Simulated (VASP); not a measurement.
# BaO (Fm-3m) in VASP: a series of runs

BaO is run at these levels: PBEsol; tasks: single point, relaxation of cell and atoms.

All numbers are computed with VASP 6.6.1; they aren't measurements. Logs are shortened: lines on timing, memory, paths and dates and some standing lists are left out, and cuts for length are marked.

### Step 1. The cell of the first run

It takes space group Fm-3m (No. 225, cubic). Conventional cell: a = 5.490 Å, b = 5.490 Å, c = 5.490 Å, α = 90.00°, β = 90.00°, γ = 90.00°. Ba (site symmetry m-3m) has 6 O at 2.75 Å within 3.6 Å. O (site symmetry m-3m) has 6 Ba at 2.75 Å within 3.6 Å.

### Step 2. Single point, PBEsol

File INCAR:

```
ALGO     = Normal         # electronic algorithm
EDIFF    = 1E-6           # SCF threshold, eV
ENCUT    = 520            # plane-wave cutoff, eV
GGA      = PS             # functional
ISIF     = 2              # what is computed and relaxed
ISMEAR   = 0              # smearing method
LASPH    = T              # aspherical terms in the spheres
LCHARG   = T              # write CHGCAR
LELF     = T              # ELF
LREAL    = F              # projectors in reciprocal space
LVHAR    = T            
LWAVE    = F              # write WAVECAR
NBANDS   = 15             # bands
NELM     = 60             # most SCF steps
PREC     = Accurate       # precision mode
SIGMA    = 0.01           # smearing width, eV
```

File KPOINTS:

```
k-points
0
Gamma
  7 7 7
```

File POSCAR:

```
BaO
1.0
    0.0000000000      2.7450938766      2.7450938766
    2.7450938766      0.0000000000      2.7450938766
    2.7450938766      2.7450938766      0.0000000000
Ba O
1 1
Direct
    0.0000000000      0.0000000000      0.0000000000
    0.5000000000      0.5000000000      0.5000000000
```

Potentials or basis: VASP PAW PBE potentials, release 64 (Ba_sv, O).

Run with:

```
$ cat potpaw_PBE.64/Ba_sv/POTCAR potpaw_PBE.64/O/POTCAR > POTCAR
$ mpirun -np 1 vasp_std > vasp.out
```

OUTCAR:

```text
EDIFF = 1E-6
   ENCUT = 520
   GGA = PS
   ISIF = 2
   ISMEAR = 0
   LASPH = T
   LREAL = F
   NELM = 60
   PREC = Accurate

 ion  position               nearest neighbor table
   1  0.000  0.000  0.000-   2 2.75   2 2.75   2 2.75   2 2.75   2 2.75   2 2.75
   2  0.500  0.500  0.500-   1 2.75   1 2.75   1 2.75   1 2.75   1 2.75   1 2.75

  LATTYP: Found a face centered cubic cell.
 ALAT       =     5.4901877532

  Lattice vectors:

 A1 = (   0.0000000000,   2.7450938766,   2.7450938766)
 A2 = (   2.7450938766,   0.0000000000,   2.7450938766)
 A3 = (   2.7450938766,   2.7450938766,   0.0000000000)

Analysis of symmetry for initial positions (statically):
=====================================================================
 Subroutine PRICEL returns:
 Original cell was already a primitive cell.

 Routine SETGRP: Setting up the symmetry group for a
 face centered cubic supercell.

 Subroutine GETGRP returns: Found 48 space group operations
 (whereof 48 operations were pure point group operations)
 out of a pool of 48 trial point group operations.

The static configuration has the point symmetry O_h .

Analysis of symmetry for dynamics (positions and initial velocities):
=====================================================================
 Subroutine PRICEL returns:
 Original cell was already a primitive cell.

 Routine SETGRP: Setting up the symmetry group for a
 face centered cubic supercell.

 Subroutine GETGRP returns: Found 48 space group operations
 (whereof 48 operations were pure point group operations)
 out of a pool of 48 trial point group operations.

The dynamic configuration has the point symmetry O_h .

 Subroutine INISYM returns: Found 48 space group operations
 (whereof 48 operations are pure point group operations),
 and found     1 'primitive' translations

----------------------------------------------------------------------------------------

                                     Primitive cell

  volume of cell :      41.3715

  direct lattice vectors                    reciprocal lattice vectors
     0.000000000  2.745093877  2.745093877    -0.182143133  0.182143133  0.182143133
     2.745093877  0.000000000  2.745093877     0.182143133 -0.182143133  0.182143133
     2.745093877  2.745093877  0.000000000     0.182143133  0.182143133 -0.182143133

  length of vectors
     3.882148990  3.882148990  3.882148990     0.315481161  0.315481161  0.315481161

  position of ions in fractional coordinates (direct lattice)
     0.000000000  0.000000000  0.000000000
     0.500000000  0.500000000  0.500000000

  ion indices of the primitive-cell ions
   primitive index   ion index
                 1           1
                 2           2

----------------------------------------------------------------------------------------

 KPOINTS: k-points

Automatic generation of k-mesh.
 Grid dimensions read from file:
 generate k-points for:    7    7    7

 Generating k-lattice:

  Cartesian coordinates                     Fractional coordinates (reciprocal lattice)
    -0.026020448  0.026020448  0.026020448     0.142857143  0.000000000  0.000000000
     0.026020448 -0.026020448  0.026020448     0.000000000  0.142857143  0.000000000
     0.026020448  0.026020448 -0.026020448     0.000000000  0.000000000  0.142857143

  Length of vectors
     0.045068737  0.045068737  0.045068737

  Shift w.r.t. Gamma in fractional coordinates (k-lattice)
     0.000000000  0.000000000  0.000000000

 Subroutine IBZKPT returns following result:
 ===========================================

 Found     20 irreducible k-points:

 Following reciprocal coordinates:
            Coordinates               Weight
  0.000000  0.000000  0.000000      1.000000
  0.142857  0.000000  0.000000      8.000000
  0.285714  0.000000  0.000000      8.000000
  0.428571  0.000000  0.000000      8.000000
  0.142857  0.142857  0.000000      6.000000
  0.285714  0.142857  0.000000     24.000000
[... 12 lines left out ...]
 -0.428571  0.428571  0.142857     24.000000
 -0.285714  0.428571  0.142857     24.000000
   k-points           NKPTS =     20   k-points in BZ     NKDIM =     20   number of bands    NBANDS=     15
   number of dos      NEDOS =    301   number of ions     NIONS =      2
   total plane-waves  NPLWV =  27000
   dimension x,y,z NGX =    30 NGY =   30 NGZ =   30
   dimension x,y,z NGXF=    60 NGYF=   60 NGZF=   60
   ions per type =               1   1
   NGX,Y,Z   is equivalent  to a cutoff of  12.85, 12.85, 12.85 a.u.
   NGXF,Y,Z  is equivalent  to a cutoff of  25.69, 25.69, 25.69 a.u.
 SYSTEM =  unknown system
   PREC   = accura    normal or accurate (medium, high low for compatibility)
   ISTART =      0    job   : 0-new  1-cont  2-samecut
   ICHARG =      2    charge: 1-file 2-atom 10-const
   ISPIN  =      1    spin polarized calculation?
   LNONCOLLINEAR =      F non collinear calculations
   LSORBIT =      F    spin-orbit coupling
   LASPH  =      T    aspherical Exc in radial PAW
   ENCUT  =  520.0 eV  38.22 Ry    6.18 a.u.   7.22  7.22  7.22*2*pi/ulx,y,z
   NELM   =     60;   NELMIN=  2; NELMDL= -5     # of ELM steps
   EDIFF  = 0.1E-05   stopping-criterion for ELM
   LREAL  =      F    real-space projection
   EDIFFG = 0.1E-04   stopping-criterion for IOM
   NSW    =      0    number of steps for IOM
   IBRION =     -1    ionic relax: 0-MD 1-quasi-New 2-CG
   NFREE  =      0    steps in history (QN), initial steepest desc. (CG)
   ISIF   =      2    stress and relaxation
   ISYM   =      2    0-nonsym 1-usesym 2-fastsym
   POTIM  = 0.5000    time-step for ionic-motion
   TEBEG  =    0.0;   TEEND  =   0.0 temperature during run
   PSTRESS=    0.0 pullay stress
   NELECT =      16.0000    total number of electrons
   NUPDOWN=      -1.0000    fix difference up-down
   EMIN   =  10.00;   EMAX   =-10.00  energy-range for DOS
   EFERMI =   0.00;   METHOD = LEGACY
   ISMEAR =     0;   SIGMA  =   0.01  broadening in eV -4-tet -1-fermi 0-gaus
   EFERMI_NEDOS =   21; number of points for ismear=-14 and -15
   IALGO  =     38    algorithm
   IMIX   =      4    mixing-type and parameters
     AMIX     =   0.40;   BMIX     =  1.00
     AMIX_MAG =   1.60;   BMIX_MAG =  1.00
  volume/ion in A,a.u.               =      20.69       139.59
  Fermi-wavevector in a.u.,A,eV,Ry     =   1.192745  2.253961 19.356203  1.422641
  Thomas-Fermi vector in A             =   2.328776
   LORBIT       =      0    0 simple, 1 ext, 2 COOP (PROOUT), +10 PAW based schemes
   GGA     = PS    functional components
   LHFCALC =     F    Hartree Fock is set to
   AEXX    =    0.0000 exact exchange contribution
   IVDW    =     0    specifies the selected vdW correction
   LEPSILON=     F    determine dielectric tensor
   LRPA    =     F    only Hartree local field effects (RPA)
 non-spin polarized calculation
 Gauss-broadening in eV      SIGMA  =   0.01
  energy-cutoff  :      520.00
  volume of cell :       41.37
 maximum number of plane-waves:      1139
 NGX is ok and might be reduce to    30
   NGX = 15   NGY = 15   NGZ = 15

 number of electron      15.9999996 magnetization

 Free energy of the ion-electron system (eV)
  ---------------------------------------------------
  ext. energy  EPLUGINS =         0.00000000
  ---------------------------------------------------
  free energy    TOTEN  =       -12.39350580 eV

  energy without entropy =      -12.39350580  energy(sigma->0) =      -12.39350580

 E-fermi :   1.9790     XC(G=0):  -9.9787

 val. band max:        1.8420329463   @ k =  -0.4286   0.4286   0.0000
 cond. band min:       3.7554376213   @ k =   0.4286   0.4286   0.0000
 fundamental gap:      1.9134046749
 Fermi energy:         1.9790424503

 k-point     1 :       0.0000    0.0000    0.0000
  band No.  band energies     occupation
      1     -23.9544      2.00000
      2     -13.1138      2.00000
      3      -8.3886      2.00000
      4      -8.3886      2.00000
      5      -8.3886      2.00000
      6       1.4717      2.00000
      7       1.4717      2.00000
      8       1.4717      2.00000
      9       5.3712      0.00000
     10       6.5080      0.00000
     11       6.5080      0.00000
     12       6.5080      0.00000
     13       8.8640      0.00000
     14       8.8640      0.00000
     15      11.6630      0.00000

 k-point     2 :       0.1429    0.0000    0.0000
  band No.  band energies     occupation
      1     -23.9014      2.00000
      2     -13.2667      2.00000
      3      -8.4374      2.00000
      4      -8.4137      2.00000
      5      -8.4137      2.00000
      6       1.0256      2.00000
      7       1.1999      2.00000
      8       1.1999      2.00000
      9       6.1541      0.00000
     10       6.4157      0.00000
     11       6.9000      0.00000
     12       6.9000      0.00000
     13       9.4060      0.00000
     14       9.4060      0.00000
     15      12.9450      0.00000

 k-point     3 :       0.2857    0.0000    0.0000
  band No.  band energies     occupation
      1     -23.7783      2.00000
      2     -13.6114      2.00000
      3      -8.5369      2.00000
      4      -8.4685      2.00000
      5      -8.4685      2.00000
      6       0.2780      2.00000
      7       0.6756      2.00000
      8       0.6756      2.00000
      9       6.3328      0.00000
     10       7.9214      0.00000
     11       7.9214      0.00000
     12       8.1664      0.00000
     13      10.6851      0.00000
     14      10.6851      0.00000
     15      15.3854      0.00000
[... 271 lines left out ...]
 k-point    19 :      -0.4286    0.4286    0.1429
  band No.  band energies     occupation
      1     -23.5931      2.00000
      2     -13.4976      2.00000
      3      -9.6955      2.00000
      4      -9.2114      2.00000
      5      -8.6680      2.00000
      6       0.8524      2.00000
      7       1.5442      2.00000
      8       1.5954      2.00000
      9       4.7713      0.00000
     10       8.3900      0.00000
     11       8.8066      0.00000
     12      11.3537      0.00000
     13      11.3936      0.00000
     14      13.6783      0.00000
     15      14.5377      0.00000

 k-point    20 :      -0.2857    0.4286    0.1429
  band No.  band energies     occupation
      1     -23.5826      2.00000
      2     -13.5708      2.00000
      3      -9.6344      2.00000
      4      -9.3167      2.00000
      5      -8.5071      2.00000
      6       0.4513      2.00000
      7       1.3837      2.00000
      8       1.6790      2.00000
      9       5.9671      0.00000
     10       7.1225      0.00000
     11       8.9984      0.00000
     12      11.2265      0.00000
     13      11.7931      0.00000
     14      13.6062      0.00000
     15      15.4826      0.00000

------------------------ aborting loop because EDIFF is reached ----------------------------------------

  FORCE on cell =-STRESS in cart. coord.  units (eV):
  Direction    XX          YY          ZZ          XY          YZ          ZX
  --------------------------------------------------------------------------------------
  -------------------------------------------------------------------------------------
  Total        0.4883514      0.4883514      0.4883514      0.0000000      0.0000000     -0.0000000
  in kB       18.9121706     18.9121706     18.9121706      0.0000000      0.0000000     -0.0000000
  external PRESSURE =      18.9121706 kB  Pullay stress =       0.0000000 kB

 VOLUME and BASIS-vectors are now :
 -----------------------------------------------------------------------------
  energy-cutoff  :      520.00
  volume of cell :       41.37
      direct lattice vectors                 reciprocal lattice vectors
     0.000000000  2.745093877  2.745093877    -0.182143133  0.182143133  0.182143133
     2.745093877  0.000000000  2.745093877     0.182143133 -0.182143133  0.182143133
     2.745093877  2.745093877  0.000000000     0.182143133  0.182143133 -0.182143133

 POSITION                                       TOTAL-FORCE (eV/Angst)
 -----------------------------------------------------------------------------------
      0.00000      0.00000      0.00000         0.000000      0.000000      0.000000
      2.74509      2.74509      2.74509         0.000000      0.000000      0.000000
 -----------------------------------------------------------------------------------
    total drift:                                0.000000      0.000000      0.000000

  FREE ENERGIE OF THE ION-ELECTRON SYSTEM (eV)
  ---------------------------------------------------
  free  energy   TOTEN  =       -12.3935058003 eV

  energy  without entropy=      -12.3935058003  energy(sigma->0) =      -12.39350580
```

It took 6.4 s on 1 thread of Intel Xeon 6975P-C (Granite Rapids), shared host; peak memory 0.17 GiB.

Results:

```yaml
Free_energy: -12.3935 eV
Pressure: 1.9 GPa
Band_gap_on_the_k_mesh: 1.91 eV, indirect (least direct gap 2.09 eV)
```

Caveat: the PAW data sets were made with another functional, which shifts forces and pressure a little; spin-orbit coupling is left out, which moves the levels of the heavy elements. A k mesh can miss the band edges.

[end of part 1 of 2]
